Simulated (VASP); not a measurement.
# CoO (R3m) in VASP: a series of runs

The runs below take CoO through single point, with PBEsol, PBE.

All numbers are computed with VASP 6.6.1; they aren't measurements. Logs are shortened: lines on timing, memory, paths and dates and some standing lists are left out, and cuts for length are marked.

## 1. The cell of the first run

It takes space group R3m (No. 160, trigonal). The conventional cell has a = 3.161 Å, b = 3.161 Å, c = 7.595 Å, α = 90.00°, β = 90.00°, γ = 120.00°. Within 2.5 Å of Co (site symmetry 3m) lie 4 O at 1.88 to 1.94 Å. O (site symmetry 3m) has 4 Co at 1.88 to 1.94 Å within 2.5 Å.

## 2. Single point, PBEsol, collinear spin, ferromagnetic start

Input file INCAR:

```
PREC     = Accurate       # precision mode
ENCUT    = 1340           # plane-wave cutoff, eV
EDIFF    = 1E-6           # SCF threshold, eV
ISMEAR   = -1             # smearing method
SIGMA    = 0.05           # smearing width, eV
LREAL    = False          # projectors in reciprocal space
LASPH    = True           # aspherical terms in the spheres
NELM     = 200            # most SCF steps
ALGO     = Normal         # electronic algorithm
ISIF     = 2              # what is computed and relaxed
LWAVE    = False          # write WAVECAR
LCHARG   = False          # write CHGCAR
ISPIN    = 2              # spin polarisation
MAGMOM   = 2 0            # initial moments
LORBIT   = 11             # projections on sites
LMAXMIX  = 4              # l up to which the mixer works
GGA      = PS             # functional
NBANDS   = 22             # bands
GGA_COMPAT= False
```

Input file KPOINTS:

```
regular mesh
0
Gamma
  10 10 10
```

Input file POSCAR:

```
CoO
1.0
    1.5805655677      0.9125399560      2.5317845992
   -1.5805655677      0.9125399560      2.5317845992
    0.0000000000     -1.8250799120      2.5317845992
Co O
1 1
Direct
    0.9989783200      0.9989783200      0.9989783200
    0.7510210300      0.7510210300      0.7510210300
```

Potentials or basis: VASP PAW PBE potentials, release 64 (Co_sv, O_h).

On the command line:

```bash
$ cat potpaw_PBE.64/Co_sv/POTCAR potpaw_PBE.64/O_h/POTCAR > POTCAR
$ mpirun -np 1 vasp_std > vasp.out
```

OUTCAR:

```text
PREC = Accurate
   ENCUT = 1340
   EDIFF = 1E-6
   ISMEAR = -1
   LREAL = False
   LASPH = True
   NELM = 200
   ISIF = 2
   ISPIN = 2
   LORBIT = 11
   GGA = PS

 ion  position               nearest neighbor table
   1  0.999  0.999  0.999-   2 1.88   2 1.94   2 1.94   2 1.94
   2  0.751  0.751  0.751-   1 1.88   1 1.94   1 1.94   1 1.94

  LATTYP: Found a trigonal (rhomboedric) cell.
 ALAT       =     3.1210334734
 COS(alpha) =     0.4870699110

  Lattice vectors:

 A1 = (   1.5805655677,   0.9125399560,   2.5317845992)
 A2 = (  -1.5805655677,   0.9125399560,   2.5317845992)
 A3 = (   0.0000000000,  -1.8250799120,   2.5317845992)

Analysis of symmetry for initial positions (statically):
=====================================================================
 Subroutine PRICEL returns:
 Original cell was already a primitive cell.

 Routine SETGRP: Setting up the symmetry group for a
 trigonal (rhombohedral) supercell.

 Subroutine GETGRP returns: Found  6 space group operations
 (whereof  6 operations were pure point group operations)
 out of a pool of 12 trial point group operations.

The static configuration has the point symmetry C_3v.

Analysis of symmetry for dynamics (positions and initial velocities):
=====================================================================
 Subroutine PRICEL returns:
 Original cell was already a primitive cell.

 Routine SETGRP: Setting up the symmetry group for a
 trigonal (rhombohedral) supercell.

 Subroutine GETGRP returns: Found  6 space group operations
 (whereof  6 operations were pure point group operations)
 out of a pool of 12 trial point group operations.

The dynamic configuration has the point symmetry C_3v.

Analysis of structural, dynamic, and magnetic symmetry:
=====================================================================
 Subroutine PRICEL returns:
 Original cell was already a primitive cell.

 Routine SETGRP: Setting up the symmetry group for a
 trigonal (rhombohedral) supercell.

 Subroutine GETGRP returns: Found  6 space group operations
 (whereof  6 operations were pure point group operations)
 out of a pool of 12 trial point group operations.

The overall configuration has the point symmetry C_3v.

 Subroutine INISYM returns: Found  6 space group operations
 (whereof  6 operations are pure point group operations),
 and found     1 'primitive' translations

----------------------------------------------------------------------------------------

                                     Primitive cell

  volume of cell :      21.9100

  direct lattice vectors                    reciprocal lattice vectors
     1.580565568  0.912539956  2.531784599     0.316342460  0.182640404  0.131659436
    -1.580565568  0.912539956  2.531784599    -0.316342460  0.182640404  0.131659436
     0.000000000 -1.825079912  2.531784599     0.000000000 -0.365280809  0.131659436

  length of vectors
     3.121033473  3.121033473  3.121033473     0.388283758  0.388283758  0.388283758

  position of ions in fractional coordinates (direct lattice)
     0.998978320  0.998978320  0.998978320
     0.751021030  0.751021030  0.751021030

  ion indices of the primitive-cell ions
   primitive index   ion index
                 1           1
                 2           2

----------------------------------------------------------------------------------------

 KPOINTS: regular mesh

Automatic generation of k-mesh.
 Grid dimensions read from file:
 generate k-points for:   10   10   10

 Generating k-lattice:

  Cartesian coordinates                     Fractional coordinates (reciprocal lattice)
     0.031634246  0.018264040  0.013165944     0.100000000  0.000000000  0.000000000
    -0.031634246  0.018264040  0.013165944     0.000000000  0.100000000  0.000000000
     0.000000000 -0.036528081  0.013165944     0.000000000  0.000000000  0.100000000

  Length of vectors
     0.038828376  0.038828376  0.038828376

  Shift w.r.t. Gamma in fractional coordinates (k-lattice)
     0.000000000  0.000000000  0.000000000

 Subroutine IBZKPT returns following result:
 ===========================================

 Found    116 irreducible k-points:

 Following reciprocal coordinates:
            Coordinates               Weight
  0.000000  0.000000  0.000000      1.000000
  0.100000 -0.000000 -0.000000      6.000000
  0.200000 -0.000000 -0.000000      6.000000
  0.300000 -0.000000  0.000000      6.000000
  0.400000 -0.000000 -0.000000      6.000000
  0.500000  0.000000  0.000000      3.000000
[... 16 lines left out ...]
  0.300000  0.300000  0.000000      6.000000
  0.400000  0.300000 -0.000000     12.000000
 [... further k-points ...]
   k-points           NKPTS =    116   k-points in BZ     NKDIM =    116   number of bands    NBANDS=     22
   number of dos      NEDOS =    301   number of ions     NIONS =      2
   total plane-waves  NPLWV =  64000
   dimension x,y,z NGX =    40 NGY =   40 NGZ =   40
[... 26 lines left out ...]
   NUPDOWN=      -1.0000    fix difference up-down
   EMIN   =  10.00;   EMAX   =-10.00  energy-range for DOS
   EFERMI =   0.00;   METHOD = LEGACY
   ISMEAR =    -1;   SIGMA  =   0.05  broadening in eV -4-tet -1-fermi 0-gaus
   EFERMI_NEDOS =   21; number of points for ismear=-14 and -15
   IALGO  =     38    algorithm
   IMIX   =      4    mixing-type and parameters
     AMIX     =   0.40;   BMIX     =  1.00
     AMIX_MAG =   1.60;   BMIX_MAG =  1.00
  volume/ion in A,a.u.               =      10.96        73.93
  Fermi-wavevector in a.u.,A,eV,Ry     =   1.663808  3.144142 37.664441  2.768258
  Thomas-Fermi vector in A             =   2.750461
   LORBIT       =     11    0 simple, 1 ext, 2 COOP (PROOUT), +10 PAW based schemes
   GGA     = PS    functional components
   LHFCALC =     F    Hartree Fock is set to
   AEXX    =    0.0000 exact exchange contribution
   IVDW    =     0    specifies the selected vdW correction
   LEPSILON=     F    determine dielectric tensor
   LRPA    =     F    only Hartree local field effects (RPA)
 spin polarized calculation
  energy-cutoff  :     1340.00
  volume of cell :       21.91
 maximum number of plane-waves:      2462
 NGX is ok and might be reduce to    40
   NGX = 19   NGY = 19   NGZ = 19

 number of electron      23.0000002 magnetization       2.5579830

 Free energy of the ion-electron system (eV)
  ---------------------------------------------------
  ext. energy  EPLUGINS =         0.00000000
  ---------------------------------------------------
  free energy    TOTEN  =       -14.34654853 eV

  energy without entropy =      -14.32424408  energy(sigma->0) =      -14.33539630

 E-fermi :   7.5730     XC(G=0): -11.9874

 val. band max:        7.5712226522   @ k =  -0.4000   0.4000   0.4000
 cond. band min:       7.5737177497   @ k =  -0.4000   0.2000   0.2000
 fundamental gap:      0.0024950975
 Fermi energy:         7.5730355944

 spin component 1

 k-point     1 :       0.0000    0.0000    0.0000
  band No.  band energies     occupation
      1     -88.6056      1.00000
      2     -52.0298      1.00000
      3     -51.9995      1.00000
      4     -51.9995      1.00000
      5     -12.7781      1.00000
      6       1.0894      1.00000
[... 14 lines left out ...]
     21      28.3462      0.00000
     22      30.5803      0.00000
[... 552 lines left out ...]
  band No.  band energies     occupation
      1     -88.6034      1.00000
      2     -52.0444      1.00000
      3     -52.0135      1.00000
      4     -52.0080      1.00000
      5     -12.0524      1.00000
      6       0.1398      1.00000
[... 14 lines left out ...]
     21      34.6243      0.00000
     22      36.5830      0.00000

 [... further k-points ...]

 spin component 2

 k-point     1 :       0.0000    0.0000    0.0000
  band No.  band energies     occupation
      1     -86.0010      1.00000
      2     -49.4968      1.00000
      3     -49.4551      1.00000
      4     -49.4551      1.00000
      5     -12.2940      1.00000
      6       2.1473      1.00000
[... 14 lines left out ...]
     21      28.7916      0.00000
     22      31.0451      0.00000
[... 552 lines left out ...]
  band No.  band energies     occupation
      1     -85.9985      1.00000
      2     -49.5136      1.00000
      3     -49.4717      1.00000
      4     -49.4650      1.00000
      5     -11.5316      1.00000
      6       0.7689      1.00000
[... 14 lines left out ...]
     21      35.0572      0.00000
     22      37.0425      0.00000

 [... further k-points ...]

------------------------ aborting loop because EDIFF is reached ----------------------------------------

  FORCE on cell =-STRESS in cart. coord.  units (eV):
  Direction    XX          YY          ZZ          XY          YZ          ZX
  --------------------------------------------------------------------------------------
  -------------------------------------------------------------------------------------
  Total       -0.8583704     -0.8583704     -0.1099011      0.0000000     -0.0000000      0.0000000
  in kB      -62.7686662    -62.7686662     -8.0365603      0.0000000     -0.0000000      0.0000000
  external PRESSURE =     -44.5246309 kB  Pullay stress =       0.0000000 kB

 VOLUME and BASIS-vectors are now :
 -----------------------------------------------------------------------------
  energy-cutoff  :     1340.00
  volume of cell :       21.91
      direct lattice vectors                 reciprocal lattice vectors
     1.580565568  0.912539956  2.531784599     0.316342460  0.182640404  0.131659436
    -1.580565568  0.912539956  2.531784599    -0.316342460  0.182640404  0.131659436
     0.000000000 -1.825079912  2.531784599     0.000000000 -0.365280809  0.131659436

 POSITION                                       TOTAL-FORCE (eV/Angst)
 -----------------------------------------------------------------------------------
      0.00000      0.00000      7.58759         0.000000      0.000000      0.250042
      0.00000      0.00000      5.70427         0.000000     -0.000000     -0.250042
 -----------------------------------------------------------------------------------
    total drift:                                0.000000      0.000000      0.000284

  FREE ENERGIE OF THE ION-ELECTRON SYSTEM (eV)
  ---------------------------------------------------
  free  energy   TOTEN  =       -14.3465485298 eV

  energy  without entropy=      -14.3242440798  energy(sigma->0) =      -14.33539630

 total charge

# of ion       s       p       d       tot
------------------------------------------
    1        2.173   6.099   6.697  14.970
    2        1.029   2.299   0.000   3.329
--------------------------------------------------
tot          3.203   8.398   6.697  18.298

 magnetization (x)

# of ion       s       p       d       tot
------------------------------------------
    1        0.011   0.022   2.130   2.163
    2        0.020   0.189   0.000   0.209
--------------------------------------------------
tot          0.031   0.211   2.130   2.372
```

Wall time 5.8 min (1 thread of Intel Xeon Platinum 8488C (Sapphire Rapids), shared host); peak memory 0.53 GiB.

Results:

* Free energy: -14.3465 eV
* Pressure: -4.5 GPa
* Largest force: 0.250 eV/Å
* Net moment: 2.56 μB per cell
* Site moments: Co +2.16; O +0.21 μB
* Valence electrons inside the program's atomic spheres: Co 14.97; O 3.33

Forces in eV/Å, atoms in the order of the input:
```
Co   0.000  0.000  0.250
O    0.000  0.000 -0.250
```

Caveat: the stress differs along the axes, from -6 to -1 GPa; the PAW data sets were made with another functional, which shifts forces and pressure a little; a cell with one magnetic atom can't hold antiferromagnetic order, which such compounds often take; semilocal functionals often make such compounds metallic where correlation or magnetic order opens a gap, which also shifts bond lengths. With open d or f shells a metallic result of PBEsol can be an artefact of self-interaction; +U or a hybrid may open a gap.

## 3. Single point, PBE, collinear spin, ferromagnetic start

This run uses another cell than the first one, of 11.41 Å³/atom.

Input file INCAR:

```
PREC     = Accurate       # precision mode
ENCUT    = 700            # plane-wave cutoff, eV
EDIFF    = 1E-6           # SCF threshold, eV
ISMEAR   = -1             # smearing method
SIGMA    = 0.05           # smearing width, eV
LREAL    = F              # projectors in reciprocal space
LASPH    = T              # aspherical terms in the spheres
NELM     = 200            # most SCF steps
ALGO     = Normal         # electronic algorithm
ISIF     = 2              # what is computed and relaxed
LWAVE    = F              # write WAVECAR
LCHARG   = F              # write CHGCAR
ISPIN    = 2              # spin polarisation
MAGMOM   = 3.5 0          # initial moments
LORBIT   = 11             # projections on sites
LMAXMIX  = 4              # l up to which the mixer works
GGA      = PE             # functional
NBANDS   = 22             # bands
GGA_COMPAT= F
```

KPOINTS is that of step 2.

Input file POSCAR:

```
CoO
1.0
    1.6022198417      0.9250420569      2.5664708903
   -1.6022198417      0.9250420569      2.5664708903
    0.0000000000     -1.8500841138      2.5664708903
Co O
1 1
Direct
    0.9989783200      0.9989783200      0.9989783200
    0.7510210300      0.7510210300      0.7510210300
```

Potentials or basis: VASP PAW PBE potentials, release 64 (Co_sv, O).

On the command line:

```bash
$ cat potpaw_PBE.64/Co_sv/POTCAR potpaw_PBE.64/O/POTCAR > POTCAR
$ mpirun -np 1 vasp_std > vasp.out
```

Run time: 2.6 min. Hardware: 1 thread of Intel Xeon Platinum 8488C (Sapphire Rapids), shared host; peak memory 0.26 GiB.

Results (log left out):

```
Free energy                                           : -13.4584 eV
Pressure                                              : -0.9 GPa
Largest force                                         : 0.262 eV/Å
Net moment                                            : 2.75 μB per cell
Site moments                                          : Co +2.31; O +0.29 μB
Valence electrons inside the program's atomic spheres : Co 14.94; O 4.99
```

Forces in eV/Å, atoms in the order of the input:
```
Co   0.000  0.000  0.262
O    0.000  0.000 -0.262
```

Stress tensor (GPa, compression positive):
```
-2.66  0.00  0.00
 0.00 -2.66  0.00
 0.00  0.00  2.69
```

Levels at points of the mesh, in eV from the Fermi level:
Spin up:
```csv
k point,band 11,band 12,band 13,band 14,band 15,band 16
"(0.00, 0.00, 0.00)",0.11,0.27,0.27,0.42,13.99,13.99
"(0.50, 0.00, 0.00)",-2.12,-0.51,-0.46,5.71,6.91,13.51
"(0.50, 0.50, 0.00)",-1.81,-1.67,-1.50,5.18,9.92,11.12
"(0.50, 0.50, 0.50)",-2.16,-0.63,-0.63,5.67,7.22,13.42
```
Spin down:
```
           k point  band 7  band 8  band 9  band 10  band 11  band 12  band 13  band 14
(0.00, 0.00, 0.00)   -4.96   -4.96   -0.52    -0.52     0.62     2.64     2.64     2.72
(0.50, 0.00, 0.00)   -4.80   -4.77   -0.30    -0.28     0.32     1.79     1.82     6.18
(0.50, 0.50, 0.00)   -4.53   -4.49   -0.77    -0.14     0.02     0.97     1.04     6.21
(0.50, 0.50, 0.50)   -4.72   -4.72   -0.26    -0.26     0.15     1.66     1.66     6.13
```

Caveat: the stress differs along the axes, from -3 to 3 GPa; a cell with one magnetic atom can't hold antiferromagnetic order, which such compounds often take; semilocal functionals often make such compounds metallic where correlation or magnetic order opens a gap, which also shifts bond lengths. With open d or f shells a metallic result of PBE can be an artefact of self-interaction; +U or a hybrid may open a gap.

## 4. Single point, PBEsol, collinear spin, ferromagnetic start

This run uses another cell than the first one, of 11.41 Å³/atom.

Input file INCAR:

```
PREC = Accurate ; ENCUT = 700
EDIFF = 1E-6 ; ISMEAR = -1
SIGMA = 0.05 ; LREAL = F
LASPH = T ; NELM = 200
ALGO = Normal ; ISIF = 2
LWAVE = F ; LCHARG = F
ISPIN = 2 ; MAGMOM = 1.71 0
LORBIT = 11 ; LMAXMIX = 4
GGA = PS ; NBANDS = 22
GGA_COMPAT = F
```

KPOINTS is that of step 3.

POSCAR is that of step 3.

On the command line:

```bash
$ cat potpaw_PBE.64/Co_sv/POTCAR potpaw_PBE.64/O/POTCAR > POTCAR
$ mpirun -np 1 vasp_std > vasp.out
```

Run time: 2.7 min. Hardware: 1 thread of Intel Xeon Platinum 8375C at 2.90GHz (Ice Lake), shared host; peak memory 0.27 GiB.

It converged, with:

```
Free energy                                           : -14.3075 eV
Pressure                                              : -8.8 GPa
Largest force                                         : 0.215 eV/Å
Net moment                                            : 2.78 μB per cell
Site moments                                          : Co +2.33; O +0.30 μB
Valence electrons inside the program's atomic spheres : Co 14.94; O 4.96
```

Forces on the atoms (eV/Å):
```
Co   0.000  0.000  0.215
O    0.000  0.000 -0.215
```

Stress tensor (GPa, compression positive):
```
-10.38   0.00   0.00
  0.00 -10.38   0.00
  0.00   0.00  -5.49
```

Levels at points of the mesh, in eV from the Fermi level:
Spin up:
```
           k point  band 10  band 11  band 12  band 13  band 14  band 15  band 16  band 17
(0.00, 0.00, 0.00)    -2.31     0.02     0.26     0.26     0.41    13.82    13.82    14.41
(0.50, 0.00, 0.00)    -2.24    -2.23    -0.54    -0.49     5.56     6.82    13.37    13.72
(0.50, 0.50, 0.00)    -2.00    -1.84    -1.69    -1.61     5.08     9.80    10.90    13.98
(0.50, 0.50, 0.50)    -2.26    -2.26    -0.66    -0.66     5.52     7.13    13.27    13.27
```
Spin down:
```tsv
k point	band 7	band 8	band 9	band 10	band 11	band 12	band 13	band 14
(0.00, 0.00, 0.00)	-5.02	-5.02	-0.45	-0.45	0.50	2.52	2.52	2.61
(0.50, 0.00, 0.00)	-4.84	-4.82	-0.24	-0.23	0.16	1.66	1.69	6.02
(0.50, 0.50, 0.00)	-4.57	-4.53	-0.95	-0.06	0.08	0.80	0.88	6.05
(0.50, 0.50, 0.50)	-4.76	-4.76	-0.21	-0.21	0.00	1.54	1.54	5.97
```

Caveat: the cell stands under tension; the PAW data sets were made with another functional, which shifts forces and pressure a little; a cell with one magnetic atom can't hold antiferromagnetic order, which such compounds often take; semilocal functionals often make such compounds metallic where correlation or magnetic order opens a gap, which also shifts bond lengths. With open d or f shells a metallic result of PBEsol can be an artefact of self-interaction; +U or a hybrid may open a gap.

## 5. The runs side by side

```csv
level,potentials or basis,cell,cutoff (eV),gap on the mesh (eV),pressure (GPa),moment (μB),largest force (eV/Å)
PBEsol,"VASP PAW PBE potentials, release 64 (Co_sv, O_h)","a = 3.121 Å, angles 60.9°, 2 atoms",1340,none,-4.5,2.56,0.25
PBE,"VASP PAW PBE potentials, release 64 (Co_sv, O)","a = 3.164 Å, angles 60.9°, 2 atoms",700,none,-0.9,2.75,0.26
PBEsol,"VASP PAW PBE potentials, release 64 (Co_sv, O)","a = 3.164 Å, angles 60.9°, 2 atoms",700,none,-8.8,2.78,0.22
```

Alike in all rows: task single point; spin collinear, ferromagnetic start; k mesh 10 × 10 × 10; smearing fermi-dirac 0.05 eV.

Caveats: a cell with one magnetic atom can't hold antiferromagnetic order, which such compounds often take; semilocal functionals often make such compounds metallic where correlation or magnetic order opens a gap, which also shifts bond lengths; the PAW data sets were made with another functional, which shifts forces and pressure a little (at least some runs); the stress differs along the axes, from -6 to -1 GPa (at least some runs); the stress differs along the axes, from -3 to 3 GPa (at least some runs); the cell stands under tension (at least some runs).

Total energies depend on the potentials used, so only differences within one code and one set of settings carry meaning.
